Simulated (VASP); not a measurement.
# KTaO3 (Pmmm) in VASP: notebook

Runs on KTaO3. Level: PBE. Tasks: single point.

All numbers are computed with VASP 6.6.1; they aren't measurements. Logs are shortened: lines on timing, memory, paths and dates and some standing lists are left out, and cuts for length are marked.

### Step 1. The cell of the first run

Symmetry: Pmmm, No. 47, orthorhombic system. Conventional cell: a = 3.931 Å, b = 4.025 Å, c = 4.307 Å, α = 90.00°, β = 90.00°, γ = 90.00°. K (site symmetry mmm) has 12 O at 2.81 to 2.95 Å and 8 Ta at 3.54 Å within 3.7 Å. Within 2.6 Å of Ta (site symmetry mmm) lie 6 O at 1.97 to 2.15 Å. Within 2.6 Å of O (site symmetry mmm) lie 2 Ta at 1.97 Å. Within 2.8 Å of O (site symmetry mmm) lie 2 Ta at 2.15 Å. O (site symmetry mmm) has 2 Ta at 2.01 Å within 2.7 Å.

### Step 2. Single point, PBE (normal strain along x -0.0233, normal strain along y +0.0700)

Input file INCAR:

```
SYSTEM = KTaO3
PREC = Accurate
ENCUT = 520
EDIFF = 1E-6
ISMEAR = 0
SIGMA = 0.05
LREAL = .False.
LASPH = .True.
NELM = 80
ALGO = Normal
ISIF = 2
LWAVE = .False.
LCHARG = .False.
GGA = PE
NBANDS = 27
```

Input file KPOINTS:

```
regular mesh
0
Gamma
  8 8 8
  0 0 0
```

Input file POSCAR:

```
KTaO3
1.0
    3.9310716720      0.0000000000      0.0000000000
    0.0000000000      4.3065902416      0.0000000000
    0.0000000000      0.0000000000      4.0248506931
K Ta O
1 1 3
Direct
    0.5000000000      0.5000000000      0.5000000000
    0.0000000000      0.0000000000      0.0000000000
    0.5000000000      0.0000000000      0.0000000000
    0.0000000000      0.5000000000      0.0000000000
    0.0000000000      0.0000000000      0.5000000000
```

Potentials or basis: VASP PAW PBE potentials, release 64 (K_sv, Ta_pv, O).

Started as:

```
cat potpaw_PBE.64/K_sv/POTCAR potpaw_PBE.64/Ta_pv/POTCAR potpaw_PBE.64/O/POTCAR > POTCAR
mpirun -np 1 vasp_std > vasp.out
```

OUTCAR:

```text
SYSTEM = KTaO3
   PREC = Accurate
   ENCUT = 520
   EDIFF = 1E-6
   ISMEAR = 0
   LREAL = .False.
   LASPH = .True.
   NELM = 80
   ISIF = 2
   GGA = PE

 ion  position               nearest neighbor table
   1  0.500  0.500  0.500-   4 2.81   4 2.81   4 2.81   4 2.81   2 3.54   2 3.54   2 3.54   2 3.54
                             2 3.54   2 3.54   2 3.54   2 3.54
   2  0.000  0.000  0.000-   3 1.97   3 1.97   5 2.01   5 2.01   4 2.15   4 2.15   1 3.54   1 3.54
                             1 3.54   1 3.54   1 3.54   1 3.54   1 3.54   1 3.54
   3  0.500  0.000  0.000-   2 1.97   2 1.97
   4  0.000  0.500  0.000-   2 2.15   2 2.15   1 2.81   1 2.81   1 2.81   1 2.81
   5  0.000  0.000  0.500-   2 2.01   2 2.01

  LATTYP: Found a simple orthorhombic cell.
 ALAT       =     3.9310716720
 B/A-ratio  =     1.0238558411
 C/A-ratio  =     1.0955257500

  Lattice vectors:

 A1 = (  -3.9310716720,   0.0000000000,   0.0000000000)
 A2 = (   0.0000000000,   0.0000000000,   4.0248506931)
 A3 = (   0.0000000000,   4.3065902416,   0.0000000000)

Analysis of symmetry for initial positions (statically):
=====================================================================
 Subroutine PRICEL returns:
 Original cell was already a primitive cell.

 Routine SETGRP: Setting up the symmetry group for a
 simple orthorhombic supercell.

 Subroutine GETGRP returns: Found  8 space group operations
 (whereof  8 operations were pure point group operations)
 out of a pool of  8 trial point group operations.

The static configuration has the point symmetry D_2h.

Analysis of symmetry for dynamics (positions and initial velocities):
=====================================================================
 Subroutine PRICEL returns:
 Original cell was already a primitive cell.

 Routine SETGRP: Setting up the symmetry group for a
 simple orthorhombic supercell.

 Subroutine GETGRP returns: Found  8 space group operations
 (whereof  8 operations were pure point group operations)
 out of a pool of  8 trial point group operations.

The dynamic configuration has the point symmetry D_2h.

 Subroutine INISYM returns: Found  8 space group operations
 (whereof  8 operations are pure point group operations),
 and found     1 'primitive' translations

----------------------------------------------------------------------------------------

                                     Primitive cell

  volume of cell :      68.1388

  direct lattice vectors                    reciprocal lattice vectors
     3.931071672  0.000000000  0.000000000     0.254383558  0.000000000  0.000000000
     0.000000000  4.306590242  0.000000000     0.000000000  0.232202263  0.000000000
     0.000000000  0.000000000  4.024850693     0.000000000  0.000000000  0.248456421

  length of vectors
     3.931071672  4.306590242  4.024850693     0.254383558  0.232202263  0.248456421

  position of ions in fractional coordinates (direct lattice)
     0.500000000  0.500000000  0.500000000
     0.000000000  0.000000000  0.000000000
     0.500000000  0.000000000  0.000000000
     0.000000000  0.500000000  0.000000000
     0.000000000  0.000000000  0.500000000

  ion indices of the primitive-cell ions
   primitive index   ion index
                 1           1
                 2           2
                 3           3
                 4           4
                 5           5

----------------------------------------------------------------------------------------

 KPOINTS: regular mesh

Automatic generation of k-mesh.
 Grid dimensions read from file:
 generate k-points for:    8    8    8

 Generating k-lattice:

  Cartesian coordinates                     Fractional coordinates (reciprocal lattice)
     0.031797945  0.000000000  0.000000000     0.125000000  0.000000000  0.000000000
     0.000000000  0.029025283  0.000000000     0.000000000  0.125000000  0.000000000
     0.000000000  0.000000000  0.031057053     0.000000000  0.000000000  0.125000000

  Length of vectors
     0.031797945  0.029025283  0.031057053

  Shift w.r.t. Gamma in fractional coordinates (k-lattice)
     0.000000000  0.000000000  0.000000000

 Subroutine IBZKPT returns following result:
 ===========================================

 Found    125 irreducible k-points:

 Following reciprocal coordinates:
            Coordinates               Weight
  0.000000  0.000000  0.000000      1.000000
  0.125000  0.000000  0.000000      2.000000
  0.250000  0.000000  0.000000      2.000000
  0.375000  0.000000  0.000000      2.000000
  0.500000  0.000000  0.000000      1.000000
  0.000000  0.125000  0.000000      2.000000
[... 16 lines left out ...]
  0.250000  0.500000  0.000000      2.000000
  0.375000  0.500000  0.000000      2.000000
 [... further k-points ...]
   k-points           NKPTS =    125   k-points in BZ     NKDIM =    125   number of bands    NBANDS=     27
   number of dos      NEDOS =    301   number of ions     NIONS =      5
   total plane-waves  NPLWV =  28800
   dimension x,y,z NGX =    30 NGY =   32 NGZ =   30
   dimension x,y,z NGXF=    60 NGYF=   64 NGZF=   60
   ions per type =               1   1   3
   NGX,Y,Z   is equivalent  to a cutoff of  12.69, 12.35, 12.39 a.u.
   NGXF,Y,Z  is equivalent  to a cutoff of  25.37, 24.71, 24.78 a.u.
 SYSTEM =  KTaO3
   PREC   = accura    normal or accurate (medium, high low for compatibility)
   ISTART =      0    job   : 0-new  1-cont  2-samecut
   ICHARG =      2    charge: 1-file 2-atom 10-const
   ISPIN  =      1    spin polarized calculation?
   LNONCOLLINEAR =      F non collinear calculations
   LSORBIT =      F    spin-orbit coupling
   LASPH  =      T    aspherical Exc in radial PAW
   ENCUT  =  520.0 eV  38.22 Ry    6.18 a.u.   7.31  8.01  7.48*2*pi/ulx,y,z
   NELM   =     80;   NELMIN=  2; NELMDL= -5     # of ELM steps
   EDIFF  = 0.1E-05   stopping-criterion for ELM
   LREAL  =      F    real-space projection
   EDIFFG = 0.1E-04   stopping-criterion for IOM
   NSW    =      0    number of steps for IOM
   IBRION =     -1    ionic relax: 0-MD 1-quasi-New 2-CG
   NFREE  =      0    steps in history (QN), initial steepest desc. (CG)
   ISIF   =      2    stress and relaxation
   ISYM   =      2    0-nonsym 1-usesym 2-fastsym
   POTIM  = 0.5000    time-step for ionic-motion
   TEBEG  =    0.0;   TEEND  =   0.0 temperature during run
   PSTRESS=    0.0 pullay stress
   NELECT =      38.0000    total number of electrons
   NUPDOWN=      -1.0000    fix difference up-down
   EMIN   =  10.00;   EMAX   =-10.00  energy-range for DOS
   EFERMI =   0.00;   METHOD = LEGACY
   ISMEAR =     0;   SIGMA  =   0.05  broadening in eV -4-tet -1-fermi 0-gaus
   EFERMI_NEDOS =   21; number of points for ismear=-14 and -15
   IALGO  =     38    algorithm
   IMIX   =      4    mixing-type and parameters
     AMIX     =   0.40;   BMIX     =  1.00
     AMIX_MAG =   1.60;   BMIX_MAG =  1.00
  volume/ion in A,a.u.               =      13.63        91.96
  Fermi-wavevector in a.u.,A,eV,Ry     =   1.347528  2.546459 24.705906  1.815833
  Thomas-Fermi vector in A             =   2.475272
   LORBIT       =      0    0 simple, 1 ext, 2 COOP (PROOUT), +10 PAW based schemes
   GGA     = PE    functional components
   LHFCALC =     F    Hartree Fock is set to
   AEXX    =    0.0000 exact exchange contribution
   IVDW    =     0    specifies the selected vdW correction
   LEPSILON=     F    determine dielectric tensor
   LRPA    =     F    only Hartree local field effects (RPA)
 non-spin polarized calculation
 Gauss-broadening in eV      SIGMA  =   0.05
  energy-cutoff  :      520.00
  volume of cell :       68.14
 maximum number of plane-waves:      1864
 NGX is ok and might be reduce to    30
   NGX = 15   NGY = 17   NGZ = 15

 number of electron      37.9999986 magnetization

 Free energy of the ion-electron system (eV)
  ---------------------------------------------------
  ext. energy  EPLUGINS =         0.00000000
  ---------------------------------------------------
  free energy    TOTEN  =       -40.74898202 eV

  energy without entropy =      -40.74898202  energy(sigma->0) =      -40.74898202

 E-fermi :   1.6126     XC(G=0): -10.5033

 val. band max:        1.4084438721   @ k =   0.5000   0.5000   0.5000
 cond. band min:       3.2876604598   @ k =   0.0000   0.0000   0.0000
 fundamental gap:      1.8792165878
 Fermi energy:         1.6126458261

 k-point     1 :       0.0000    0.0000    0.0000
  band No.  band energies     occupation
      1     -33.1630      2.00000
      2     -33.1240      2.00000
      3     -33.0872      2.00000
      4     -26.0368      2.00000
      5     -16.2914      2.00000
      6     -15.6351      2.00000
[... 19 lines left out ...]
     26       9.2318      0.00000
     27       9.6277      0.00000

 k-point     2 :       0.1250    0.0000    0.0000
  band No.  band energies     occupation
      1     -33.1785      2.00000
      2     -33.1234      2.00000
      3     -33.0866      2.00000
      4     -26.0332      2.00000
      5     -16.1615      2.00000
      6     -15.6068      2.00000
[... 19 lines left out ...]
     26       9.4720      0.00000
     27       9.8405      0.00000

 k-point     3 :       0.2500    0.0000    0.0000
  band No.  band energies     occupation
      1     -33.2158      2.00000
      2     -33.1220      2.00000
      3     -33.0851      2.00000
      4     -26.0245      2.00000
      5     -15.9312      2.00000
      6     -15.4263      2.00000
[... 19 lines left out ...]
     26      10.2022      0.00000
     27      10.4989      0.00000

 k-point     4 :       0.3750    0.0000    0.0000
  band No.  band energies     occupation
      1     -33.2526      2.00000
      2     -33.1205      2.00000
      3     -33.0837      2.00000
      4     -26.0159      2.00000
      5     -15.8520      2.00000
      6     -15.0404      2.00000
[... 19 lines left out ...]
     26      10.7932      0.00000
     27      11.6660      0.00000

 k-point     5 :       0.5000    0.0000    0.0000
  band No.  band energies     occupation
      1     -33.2677      2.00000
      2     -33.1199      2.00000
      3     -33.0831      2.00000
      4     -26.0123      2.00000
      5     -15.8410      2.00000
      6     -14.8249      2.00000
[... 19 lines left out ...]
     26      11.0305      0.00000
     27      11.5615      0.00000

 k-point     6 :       0.0000    0.1250    0.0000
  band No.  band energies     occupation
      1     -33.1628      2.00000
      2     -33.1239      2.00000
      3     -33.0917      2.00000
      4     -26.0349      2.00000
      5     -16.2925      2.00000
      6     -15.6339      2.00000
[... 444 lines left out ...]
      1     -33.1619      2.00000
      2     -33.1230      2.00000
      3     -33.1174      2.00000
      4     -26.0240      2.00000
      5     -16.3093      2.00000
      6     -15.6288      2.00000
[... 19 lines left out ...]
     26      10.3124      0.00000
     27      10.9946      0.00000

 k-point    22 :       0.1250    0.5000    0.0000
  band No.  band energies     occupation
      1     -33.1774      2.00000
      2     -33.1224      2.00000
      3     -33.1167      2.00000
      4     -26.0215      2.00000
      5     -16.1726      2.00000
      6     -15.5938      2.00000
[... 19 lines left out ...]
     26      10.4941      0.00000
     27      10.9782      0.00000

 k-point    23 :       0.2500    0.5000    0.0000
  band No.  band energies     occupation
      1     -33.2145      2.00000
      2     -33.1210      2.00000
      3     -33.1150      2.00000
      4     -26.0155      2.00000
      5     -15.9013      2.00000
      6     -15.4211      2.00000
[... 19 lines left out ...]
     26      11.0463      0.00000
     27      11.1556      0.00000

 k-point    24 :       0.3750    0.5000    0.0000
  band No.  band energies     occupation
      1     -33.2511      2.00000
      2     -33.1196      2.00000
      3     -33.1134      2.00000
      4     -26.0094      2.00000
      5     -15.7692      2.00000
      6     -15.0567      2.00000
[... 19 lines left out ...]
     26      11.9664      0.00000
     27      12.1767      0.00000

 [... further k-points ...]
[... 5 lines left out ...]
  --------------------------------------------------------------------------------------
  -------------------------------------------------------------------------------------
  Total        2.6310846     -7.9611064     -1.0196067      0.0000000      0.0000000      0.0000000
  in kB       61.8658680   -187.1930518    -23.9744687      0.0000000      0.0000000      0.0000000
  external PRESSURE =     -49.7672175 kB  Pullay stress =       0.0000000 kB

 VOLUME and BASIS-vectors are now :
 -----------------------------------------------------------------------------
  energy-cutoff  :      520.00
  volume of cell :       68.14
      direct lattice vectors                 reciprocal lattice vectors
     3.931071672  0.000000000  0.000000000     0.254383558  0.000000000  0.000000000
     0.000000000  4.306590242  0.000000000     0.000000000  0.232202263  0.000000000
     0.000000000  0.000000000  4.024850693     0.000000000  0.000000000  0.248456421

 POSITION                                       TOTAL-FORCE (eV/Angst)
 -----------------------------------------------------------------------------------
      1.96554      2.15330      2.01243         0.000000      0.000000      0.000000
      0.00000      0.00000      0.00000         0.000000      0.000000      0.000000
      1.96554      0.00000      0.00000         0.000000      0.000000      0.000000
      0.00000      2.15330      0.00000         0.000000      0.000000      0.000000
      0.00000      0.00000      2.01243         0.000000      0.000000      0.000000
 -----------------------------------------------------------------------------------
    total drift:                                0.000000     -0.000000      0.000000

  FREE ENERGIE OF THE ION-ELECTRON SYSTEM (eV)
  ---------------------------------------------------
  free  energy   TOTEN  =       -40.7489820180 eV

  energy  without entropy=      -40.7489820180  energy(sigma->0) =      -40.74898202
```

It took 8 min on 1 thread of AMD EPYC 7R13, shared host; peak memory 0.31 GiB.

Results:

```
Free energy            : -40.7490 eV
Pressure               : -5.0 GPa
Band gap on the k mesh : 1.88 eV, indirect (least direct gap 2.37 eV)
```

Caveat: the cell differs from its parent crystal (normal strain along x -0.0233, normal strain along y +0.0700); spin-orbit coupling is left out, which moves the levels of the heavy elements.

### Step 3. Single point, PBE (normal strain along x +0.0233, normal strain along y +0.0700)

Input file INCAR:

```
SYSTEM = KTaO3
PREC = Accurate
ENCUT = 520
EDIFF = 1E-6
ISMEAR = 0
SIGMA = 0.05
LREAL = .FALSE.
LASPH = .TRUE.
NELM = 60
ALGO = Normal
ISIF = 2
LWAVE = .FALSE.
LCHARG = .FALSE.
GGA = PE
NBANDS = 27
```

Input file KPOINTS:

```
regular mesh
0
G
  8 8 8
  0 0 0
```

Changes to POSCAR since step 2:

```diff
@@ -2,3 +2,3 @@
 1.0
-    3.9310716720      0.0000000000      0.0000000000
+    4.1186297142      0.0000000000      0.0000000000
     0.0000000000      4.3065902416      0.0000000000
```

Potentials or basis: VASP PAW PBE potentials, release 64 (K_sv, Ta_pv, O).

Started as:

```
cat potpaw_PBE.64/K_sv/POTCAR potpaw_PBE.64/Ta_pv/POTCAR potpaw_PBE.64/O/POTCAR > POTCAR
mpirun -np 1 vasp_std > vasp.out
```

Run time: 7.8 min. Hardware: 1 thread of AMD EPYC 7R13, shared host; peak memory 0.32 GiB.

It converged, with:

- Free energy: -40.6797 eV
- Pressure: -12.6 GPa
- Band gap on the k mesh: 1.81 eV, indirect (least direct gap 2.36 eV)

Stress tensor (GPa, compression positive):
```
-11.81   0.00   0.00
  0.00 -20.64   0.00
  0.00   0.00  -5.37
```

Levels at points of the mesh, in eV from the valence-band top:
| k point | band 15 | band 16 | band 17 | band 18 | band 19 | band 20 | band 21 | band 22 | band 23 | band 24 |
| --- | --- | --- | --- | --- | --- | --- | --- | --- | --- | --- |
| (0.00, 0.00, 0.00) | -1.02 | -0.88 | -0.70 | -0.56 | -0.55 | 1.81 | 1.84 | 1.88 | 4.76 | 5.64 |
| (0.50, 0.00, 0.00) | -2.24 | -2.04 | -1.19 | -0.93 | -0.70 | 1.95 | 4.27 | 4.28 | 5.06 | 7.20 |
| (0.00, 0.50, 0.00) | -1.79 | -1.76 | -1.41 | -1.01 | -0.92 | 1.96 | 3.82 | 3.82 | 5.79 | 7.21 |
| (0.50, 0.50, 0.00) | -1.98 | -1.97 | -1.66 | -1.66 | -0.06 | 3.85 | 4.30 | 5.11 | 6.83 | 9.19 |
| (0.00, 0.00, 0.50) | -2.22 | -1.87 | -1.18 | -0.85 | -0.71 | 1.95 | 4.54 | 4.55 | 5.01 | 6.79 |
| (0.50, 0.00, 0.50) | -2.65 | -1.73 | -1.00 | -0.98 | -0.15 | 4.31 | 4.57 | 5.40 | 5.64 | 9.82 |
| (0.00, 0.50, 0.50) | -2.03 | -1.91 | -1.44 | -1.42 | -0.09 | 3.86 | 4.57 | 5.33 | 6.31 | 9.26 |
| (0.50, 0.50, 0.50) | -3.60 | -3.33 | -0.13 | -0.03 | 0.00 | 5.20 | 5.40 | 5.70 | 8.35 | 8.44 |

Caveat: the cell differs from its parent crystal (normal strain along x +0.0233, normal strain along y +0.0700); spin-orbit coupling is left out, which moves the levels of the heavy elements. A k mesh can miss the band edges.
